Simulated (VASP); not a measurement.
# NbP (P4_2/mmc) in VASP: relaxation of cell and atoms with PBE

Aim: the relaxation of cell and atoms of NbP with PBE.

Everything below comes from runs of VASP 6.6.1. Logs are shortened: lines on timing, memory, paths and dates and some standing lists are left out, and cuts for length are marked.

## (1) The cell of the first run

Symmetry: P4_2/mmc, No. 131, tetragonal system. Conventional cell: a = 4.273 Å, b = 4.273 Å, c = 4.746 Å, α = 90.00°, β = 90.00°, γ = 90.00°. Nb (site symmetry mmm) has 4 P at 2.44 Å within 3.2 Å. Within 3.1 Å of P (site symmetry -4m2) lie 2 P at 2.37 Å and 4 Nb at 2.44 Å.

## (2) Relaxation of cell and atoms, PBE

Input file INCAR:

```
PREC = Accurate
ENCUT = 600
EDIFF = 1E-6
ISMEAR = 0
SIGMA = 0.1
LREAL = False
LASPH = True
NELM = 100
ALGO = Normal
ISIF = 3
LWAVE = False
LCHARG = False
GGA = PE
IBRION = 2
NSW = 100
EDIFFG = -0.01
```

Input file KPOINTS:

```
regular mesh
0
Gamma
  12 12 10
```

Input file POSCAR:

```
NbP
1.0
    4.2730588006      0.0000000000      0.0000000000
    0.0000000000      4.2730588006      0.0000000000
    0.0000000000      0.0000000000      4.7463771079
Nb P
2 2
Direct
    0.0000000000      0.5000000000      0.0000000000
    0.5000000000      0.0000000000      0.5000000000
    0.5000000000      0.5000000000      0.2500000000
    0.5000000000      0.5000000000      0.7500000000
```

Potentials or basis: VASP PAW PBE potentials, release 64 (Nb_sv, P).

On the command line:

```
cat potpaw_PBE.64/Nb_sv/POTCAR potpaw_PBE.64/P/POTCAR > POTCAR
mpirun -np 1 vasp_std > vasp.out
```

OUTCAR:

```text
PREC = Accurate
   ENCUT = 600
   EDIFF = 1E-6
   ISMEAR = 0
   LREAL = False
   LASPH = True
   NELM = 100
   ISIF = 3
   GGA = PE
   IBRION = 2
   NSW = 100
   EDIFFG = -0.01

 ion  position               nearest neighbor table
   1  0.000  0.500  0.000-   3 2.44   4 2.44   3 2.44   4 2.44
   2  0.500  0.000  0.500-   3 2.44   4 2.44   3 2.44   4 2.44
   3  0.500  0.500  0.250-   4 2.37   4 2.37   1 2.44   2 2.44   2 2.44   1 2.44
   4  0.500  0.500  0.750-   3 2.37   3 2.37   1 2.44   2 2.44   2 2.44   1 2.44

  LATTYP: Found a simple tetragonal cell.
 ALAT       =     4.2730588006
 C/A-ratio  =     1.1107680304

  Lattice vectors:

 A1 = (   4.2730588006,   0.0000000000,   0.0000000000)
 A2 = (   0.0000000000,   4.2730588006,   0.0000000000)
 A3 = (   0.0000000000,   0.0000000000,   4.7463771079)

Analysis of symmetry for initial positions (statically):
=====================================================================
 Subroutine PRICEL returns:
 Original cell was already a primitive cell.

 Routine SETGRP: Setting up the symmetry group for a
 simple tetragonal supercell.

 Subroutine GETGRP returns: Found 16 space group operations
 (whereof  8 operations were pure point group operations)
 out of a pool of 16 trial point group operations.

The static configuration has the point symmetry D_2h.
 The point group associated with its full space group is D_4h.

Analysis of symmetry for dynamics (positions and initial velocities):
=====================================================================
 Subroutine PRICEL returns:
 Original cell was already a primitive cell.

 Routine SETGRP: Setting up the symmetry group for a
 simple tetragonal supercell.

 Subroutine GETGRP returns: Found 16 space group operations
 (whereof  8 operations were pure point group operations)
 out of a pool of 16 trial point group operations.

The dynamic configuration has the point symmetry D_2h.
 The point group associated with its full space group is D_4h.

 Subroutine INISYM returns: Found 16 space group operations
 (whereof  8 operations are pure point group operations),
 and found     1 'primitive' translations

----------------------------------------------------------------------------------------

                                     Primitive cell

  volume of cell :      86.6642

[... 93 lines left out ...]
   LREAL  =      F    real-space projection
   EDIFFG = -.1E-01   stopping-criterion for IOM
   NSW    =    100    number of steps for IOM
   IBRION =      2    ionic relax: 0-MD 1-quasi-New 2-CG
   NFREE  =      1    steps in history (QN), initial steepest desc. (CG)
   ISIF   =      3    stress and relaxation
   ISYM   =      2    0-nonsym 1-usesym 2-fastsym
   POTIM  = 0.5000    time-step for ionic-motion
   TEBEG  =    0.0;   TEEND  =   0.0 temperature during run
   PSTRESS=    0.0 pullay stress
   NELECT =      36.0000    total number of electrons
   NUPDOWN=      -1.0000    fix difference up-down
   EMIN   =  10.00;   EMAX   =-10.00  energy-range for DOS
   EFERMI =   0.00;   METHOD = LEGACY
   ISMEAR =     0;   SIGMA  =   0.10  broadening in eV -4-tet -1-fermi 0-gaus
   EFERMI_NEDOS =   21; number of points for ismear=-14 and -15
   IALGO  =     38    algorithm
   IMIX   =      4    mixing-type and parameters
     AMIX     =   0.40;   BMIX     =  1.00
     AMIX_MAG =   1.60;   BMIX_MAG =  1.00
  volume/ion in A,a.u.               =      21.67       146.21
  Fermi-wavevector in a.u.,A,eV,Ry     =   1.221506  2.308312 20.300945  1.492077
  Thomas-Fermi vector in A             =   2.356686
   LORBIT       =      0    0 simple, 1 ext, 2 COOP (PROOUT), +10 PAW based schemes
   GGA     = PE    functional components
   LHFCALC =     F    Hartree Fock is set to
   AEXX    =    0.0000 exact exchange contribution
   IVDW    =     0    specifies the selected vdW correction
   LEPSILON=     F    determine dielectric tensor
   LRPA    =     F    only Hartree local field effects (RPA)
 conjugate gradient relaxation of ions
 non-spin polarized calculation
 Gauss-broadening in eV      SIGMA  =   0.10
  energy-cutoff  :      600.00
  volume of cell :       86.66
 maximum number of plane-waves:      2921
 NGX is ok and might be reduce to    36
   NGX = 17   NGY = 17   NGZ = 19

--------------------------------------- Ionic step        1  -------------------------------------------

 number of electron      36.0000000 magnetization

 Free energy of the ion-electron system (eV)
  ---------------------------------------------------
  ext. energy  EPLUGINS =         0.00000000
  ---------------------------------------------------
  free energy    TOTEN  =       -29.85933781 eV

  energy without entropy =      -29.84810304  energy(sigma->0) =      -29.85372042

------------------------ aborting loop because EDIFF is reached ----------------------------------------

  FORCE on cell =-STRESS in cart. coord.  units (eV):
  Direction    XX          YY          ZZ          XY          YZ          ZX
  --------------------------------------------------------------------------------------
  -------------------------------------------------------------------------------------
  Total       -0.3735456     -0.3735456      0.0754883     -0.0000000      0.0000000      0.0000000
  in kB       -6.9058041     -6.9058041      1.3955663     -0.0000000      0.0000000      0.0000000
  external PRESSURE =      -4.1386807 kB  Pullay stress =       0.0000000 kB
[... 139 lines left out ...]
--------------------------------------- Ionic step        5  -------------------------------------------

 number of electron      36.0000000 magnetization

 Free energy of the ion-electron system (eV)
  ---------------------------------------------------
  ext. energy  EPLUGINS =         0.00000000
  ---------------------------------------------------
  free energy    TOTEN  =       -29.86088278 eV

  energy without entropy =      -29.84974932  energy(sigma->0) =      -29.85531605

 E-fermi :   7.0215     XC(G=0): -10.2930

 val. band max:        7.0191611843   @ k =   0.3333   0.3333   0.1000
 cond. band min:       7.0234275914   @ k =   0.1667   0.0833   0.5000
 fundamental gap:      0.0042664071
 Fermi energy:         7.0214861082

 k-point     1 :       0.0000    0.0000    0.0000
  band No.  band energies     occupation
      1     -48.2698      2.00000
      2     -48.2594      2.00000
      3     -24.4780      2.00000
      4     -24.3942      2.00000
      5     -24.3689      2.00000
      6     -24.3689      2.00000
[... 589 lines left out ...]
     21       8.0039      0.00000
     22       8.2234      0.00000

 [... further k-points ...]
[... 5 lines left out ...]
  --------------------------------------------------------------------------------------
  -------------------------------------------------------------------------------------
  Total        0.0056436      0.0056436      0.0129291      0.0000000      0.0000000      0.0000000
  in kB        0.1046494      0.1046494      0.2397438      0.0000000      0.0000000      0.0000000
  external PRESSURE =       0.1496808 kB  Pullay stress =       0.0000000 kB
[... 19 lines left out ...]
  FREE ENERGIE OF THE ION-ELECTRON SYSTEM (eV)
  ---------------------------------------------------
  free  energy   TOTEN  =       -29.8608827783 eV

  energy  without entropy=      -29.8497493166  energy(sigma->0) =      -29.85531605

 reached required accuracy - stopping structural energy minimisation
```

OSZICAR:

```text
N       E                     dE             d eps       ncg     rms          rms(c)
DAV:   1     0.391788630159E+03    0.39179E+03   -0.20485E+04  7392   0.174E+03
DAV:   2     0.559215461454E+01   -0.38620E+03   -0.37872E+03  8756   0.604E+02
DAV:   3    -0.304104074534E+02   -0.36003E+02   -0.35416E+02 13448   0.134E+02
[... 40 lines left out ...]
DAV:   1    -0.298609955324E+02   -0.13380E-03   -0.71395E-03  8422   0.819E-01    0.722E-02
DAV:   2    -0.298609096963E+02    0.85836E-04   -0.48923E-04 10480   0.189E-01    0.352E-02
DAV:   3    -0.298608846936E+02    0.25003E-04   -0.10313E-04 12370   0.840E-02    0.110E-02
DAV:   4    -0.298608833493E+02    0.13443E-05   -0.21365E-05 11598   0.291E-02    0.429E-03
DAV:   5    -0.298608827783E+02    0.57098E-06   -0.54666E-06  8922   0.189E-02
   5 F= -.29860883E+02 E0= -.29855316E+02  d E =-.461372E-03
```

It took 15 min on 1 thread of Intel Xeon Platinum 8375C at 2.90GHz (Ice Lake), shared host; peak memory 0.49 GiB.

What came out:

| Item | Value |
| --- | --- |
| Free energy | -29.8609 eV |
| Relaxed volume | 21.60 Å³/atom |
| Relaxed cell | a = 4.257 Å, b = 4.257 Å, c = 4.767 Å, α = 90.00°, β = 90.00°, γ = 90.00° |
| Space group after relaxing (to 0.05 Å) | P4_2/mmc (No. 131) |
| Energy gained by relaxing | 0.4 meV/atom |
| Ionic steps | 5 |
| Pressure after relaxing | 0.0 GPa |
| Band gap on the k mesh | zero (band 18 reaches 7.24 eV, above the bottom of band 19 at 6.81 eV) |

The path:
| step | energy change (eV) | largest force (eV/Å) | pressure (GPa) | volume (Å³) |
| --- | --- | --- | --- | --- |
| 1 | 0.0000 | 0.0000 | -0.41 | 86.66 |
| 2 | -0.0007 | 0.0000 | 0.54 | 85.96 |
| 3 | -0.0011 | 0.0000 | 0.20 | 86.23 |
| 4 | -0.0015 | 0.0000 | 0.05 | 86.37 |
| 5 | -0.0015 | 0.0000 | 0.01 | 86.40 |

Final structure:
```
Nb P
1.0
     4.25746    0.00000    0.00000
     0.00000    4.25746    0.00000
     0.00000    0.00000    4.76684
Nb P
2 2
Direct
  0.00000 0.50000 0.00000
  0.50000 0.00000 0.50000
  0.50000 0.50000 0.25000
  0.50000 0.50000 0.75000
```

Levels at points of the mesh, in eV from the Fermi level:
```csv
k point,band 16,band 17,band 18,band 19,band 20,band 21
"(0.00, 0.00, 0.00)",-2.52,-0.99,-0.71,0.66,1.13,1.13
"(0.50, 0.00, 0.00)",-1.37,-0.47,-0.43,0.07,0.45,1.49
"(0.50, 0.50, 0.00)",-1.19,-0.26,-0.26,-0.11,0.16,1.11
"(0.00, 0.00, 0.50)",-1.91,-0.84,-0.84,0.14,0.14,1.85
"(0.50, 0.00, 0.50)",-1.14,-1.13,0.20,0.25,0.57,0.76
"(0.50, 0.50, 0.50)",-1.98,-0.94,-0.94,0.29,0.29,1.75
```
